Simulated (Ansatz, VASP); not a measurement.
## Ta: VASP beside Ansatz

```
Ta
1.0
     2.78486    0.00000    0.00000
    -1.39243    2.41176    0.00000
     0.00000    0.00000    4.96290
Ta
2
Direct
  0.33333 0.66667 0.25000
  0.66667 0.33333 0.75000
```

Alike in both runs: task single point; functional PBEsol; k mesh 14 × 14 × 7; occupations fermi-dirac, width 0.1 eV; no spin polarisation.

|  | VASP | Ansatz |
| --- | --- | --- |
| version | VASP 6.6.1 | Ansatz 0.2.0 |
| potentials or method | VASP PAW PBE potentials, release 64 (Ta_pv), cutoff 520 eV | plane waves (420 eV) with PAW, scalar-relativistic |
| valence electrons in the cell | 22 | 26 |

```csv
,VASP,Ansatz,Ansatz less VASP
pressure (GPa),20.2,19.9,-0.35
"traceless stress, the component that is largest in VASP (GPa)",-1.80,-1.73,+0.072
```

VASP's potentials were made for PBE, not for PBEsol, and Ansatz warns of the same on its side. With one functional, cell and mesh, what is left measures potentials, basis and numerics. VASP's potentials hold 22 valence electrons a cell and Ansatz's 26, so a difference there can come from the potentials and not from the codes.

Neither program's run includes spin-orbit coupling.
